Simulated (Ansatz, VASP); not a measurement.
**One calculation of Mg3CdS4, two programs**

```
Mg Cd S
1.0
     3.75228    0.00000    0.00000
     0.00000    3.75228    0.00000
     0.00000    0.00000   10.63238
Mg Cd S
3 1 4
Direct
  0.00000 0.00000 0.74561
  0.00000 0.00000 0.25439
  0.50000 0.50000 0.50000
  0.50000 0.50000 0.00000
  0.00000 0.00000 0.00000
  0.50000 0.50000 0.25684
  0.00000 0.00000 0.50000
  0.50000 0.50000 0.74316
```

Alike in both runs: task single point; functional PBE; k mesh 4 × 4 × 2; occupations gaussian, width 0.1 eV; no spin polarisation.

```csv
,VASP,Ansatz
version,VASP 6.6.1,Ansatz 0.2.0
potentials or method,"VASP PAW PBE potentials, release 64 (Mg, Cd, S), cutoff 520 eV","scalar-relativistic, plane waves, PAW"
valence electrons in the cell,42,74
```

```tsv
	VASP	Ansatz	Ansatz less VASP
gap on the k mesh at the Fermi level (eV)	1.02	1.02	+0.007
least direct gap on the mesh (eV)	1.84	1.86	+0.017
pressure (GPa)	0.1	0.1	+0.07
traceless stress, the component that is largest in VASP (GPa)	-0.39	-0.35	+0.033
rms of the force components (eV/Å)	0.007	0.002	-0.0048
```

Atom by atom the forces differ by 0.008 eV/Å (rms over components). With one functional, cell and mesh, what is left measures potentials, basis and numerics. VASP's potentials hold 42 valence electrons a cell and Ansatz's 74, so a difference there can come from the potentials and not from the codes.
